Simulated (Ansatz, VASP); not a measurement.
## TaN: VASP beside Ansatz

INCAR

```
ALGO     = Normal         # electronic algorithm
EDIFF    = 1E-6           # SCF threshold, eV
ENCUT    = 520            # plane-wave cutoff, eV
GGA      = PS             # functional
ISIF     = 2              # what is computed and relaxed
ISMEAR   = 0              # smearing method
ISPIN    = 2              # spin polarisation
LASPH    = T              # aspherical terms in the spheres
LCHARG   = F              # write CHGCAR
LDAU     = T              # DFT+U
LDAUJ    = 0 0          
LDAUL    = 2 -1           # shell
LDAUPRINT= 1            
LDAUTYPE = 2            
LDAUU    = 7 0            # U, eV
LMAXMIX  = 4              # l up to which the mixer works
LORBIT   = 11             # projections on sites
LREAL    = F              # projectors in reciprocal space
LWAVE    = F              # write WAVECAR
MAGMOM   = 1.06 -0.11 -0.11 0.02 0.02 0.02 # initial moments
NBANDS   = 37             # bands
NELM     = 150            # most SCF steps
PREC     = Accurate       # precision mode
SIGMA    = 0.05           # smearing width, eV
```

KPOINTS

```
k-points
0
Gamma
  4 4 7
```

Contents of POSCAR:

```
TaN
1.0
    5.1850002000      0.0000000000      0.0000000000
   -2.5925001000      4.4903418900      0.0000000000
    0.0000000000      0.0000000000      2.9080005300
Ta N
3 3
Direct
    0.0000000000      0.0000000000      0.0000000000
    0.3333333333      0.6666666667      0.5000000000
    0.6666666667      0.3333333333      0.5000000000
    0.5000000000      0.0000000000      0.0000000000
    0.5000000000      0.5000000000      0.0000000000
    0.0000000000      0.5000000000      0.0000000000
```

Input for Ansatz:

```yaml
crystal:
  lattice:
    - [5.1850002, 0.0, 0.0]
    - [-2.5925001, 4.49034189, 0.0]
    - [0.0, 0.0, 2.90800053]
  atoms:
    - { symbol: Ta, position: [0.0, 0.0, 0.0], spin: 2.0 }
    - { symbol: Ta, position: [0.3333333333, 0.6666666667, 0.5], spin: 2.0 }
    - { symbol: Ta, position: [0.6666666667, 0.3333333333, 0.5], spin: 2.0 }
    - { symbol: "N", position: [0.5, 0.0, 0.0] }
    - { symbol: "N", position: [0.5, 0.5, 0.0] }
    - { symbol: "N", position: [0.0, 0.5, 0.0] }
basis:
  ecutwfc: 420
  ecutrho_ratio: 4
kpoints:
  mp_grid: { grid: [4, 4, 7] }
hamiltonian:
  xc: pbesol
  hubbard:
    sites:
      - { site: 0, l: d, u_eff: 7.0, starting_ns: [{ spin: up, occupation_matrix: s0up }, { spin: down, occupation_matrix: s0down }] }
      - { site: 1, l: d, u_eff: 7.0, starting_ns: [{ spin: up, occupation_matrix: s1up }, { spin: down, occupation_matrix: s1down }] }
      - { site: 2, l: d, u_eff: 7.0, starting_ns: [{ spin: up, occupation_matrix: s2up }, { spin: down, occupation_matrix: s2down }] }
    occupation_matrices:
      s0up:
        matrix:
          - [0.02, 0.0, 0.0, 0.0, 0.0]
          - [0.0, 0.02, 0.0, 0.0, 0.0]
          - [0.0, 0.0, 0.97, 0.0, 0.0]
          - [0.0, 0.0, 0.0, 0.97, 0.0]
          - [0.0, 0.0, 0.0, 0.0, 0.02]
      s0down:
        matrix:
          - [0.02, 0.0, 0.0, 0.0, 0.0]
          - [0.0, 0.02, 0.0, 0.0, 0.0]
          - [0.0, 0.0, 0.02, 0.0, 0.0]
          - [0.0, 0.0, 0.0, 0.02, 0.0]
          - [0.0, 0.0, 0.0, 0.0, 0.02]
      s1up:
        matrix:
          - [0.02, 0.0, 0.0, 0.0, 0.0]
          - [0.0, 0.97, 0.0, 0.0, 0.0]
          - [0.0, 0.0, 0.02, 0.0, 0.0]
          - [0.0, 0.0, 0.0, 0.97, 0.0]
          - [0.0, 0.0, 0.0, 0.0, 0.02]
      s1down:
        matrix:
          - [0.02, 0.0, 0.0, 0.0, 0.0]
          - [0.0, 0.02, 0.0, 0.0, 0.0]
          - [0.0, 0.0, 0.02, 0.0, 0.0]
          - [0.0, 0.0, 0.0, 0.02, 0.0]
          - [0.0, 0.0, 0.0, 0.0, 0.02]
      s2up:
        matrix:
          - [0.02, 0.0, 0.0, 0.0, 0.0]
          - [0.0, 0.97, 0.0, 0.0, 0.0]
          - [0.0, 0.0, 0.02, 0.0, 0.0]
          - [0.0, 0.0, 0.0, 0.02, 0.0]
          - [0.0, 0.0, 0.0, 0.0, 0.97]
      s2down:
        matrix:
          - [0.02, 0.0, 0.0, 0.0, 0.0]
          - [0.0, 0.02, 0.0, 0.0, 0.0]
          - [0.0, 0.0, 0.02, 0.0, 0.0]
          - [0.0, 0.0, 0.0, 0.02, 0.0]
          - [0.0, 0.0, 0.0, 0.0, 0.02]
    ns_hold: { iters: 12 }
scf:
  occupations: { method: gaussian, width: 0.05 }
  lower_state_search: "off"
  max_iter: 150
output:
  forces: true
  stress: true
  eigenvalues: true
  populations: true
  hubbard: { sites: [{ site: 0, l: d }, { site: 1, l: d }, { site: 2, l: d }] }
  write_density: true
  write_potential: true
  elf: true
  volumetric_format: npy
magnetization:
  spin_polarized: true
```

Alike in both runs: task single point; functional PBEsol; k mesh 4 × 4 × 7; occupations gaussian, width 0.05 eV; collinear spin; Hubbard terms Ta d U = 7.0 eV.

```csv
,VASP,Ansatz
version,VASP 6.6.1,Ansatz 0.2.0
potentials or method,"VASP PAW PBE potentials, release 64 (Ta_pv, N), cutoff 520 eV","scalar-relativistic, plane waves, PAW"
valence electrons in the cell,48,54
```

|  | VASP | Ansatz | Ansatz less VASP |
| --- | --- | --- | --- |
| gap on the k mesh at the Fermi level (eV) | none | none | - |
| pressure (GPa) | 24.6 | 16.5 | -8.11 |
| traceless stress, the component that is largest in VASP (GPa) | 5.09 | 8.03 | +2.948 |
| net moment per atom (μB) | 0.00 | 0.17 | +0.170 |
| size of the moment on the site where the two differ most (μB) | 0.00 | 0.97 | +0.968 |

The net moments are unlike, so the other rows may belong to different states. VASP's potentials were made for PBE, not for PBEsol. Site moments also hang on the region over which each program counts them. The programs project onto different local orbitals, so the same U acts differently, and such runs can settle in different states. A gap of «none» marks a metal or a gap that the smearing closes. VASP's potentials hold 48 valence electrons a cell and Ansatz's 54, so a difference there can come from the potentials and not from the codes. Ansatz's warnings: filled band counts differ across k points, seeded moment not kept, specified occupation not kept, symmetry narrowed by occupation matrices.

Spin-orbit coupling is off throughout.
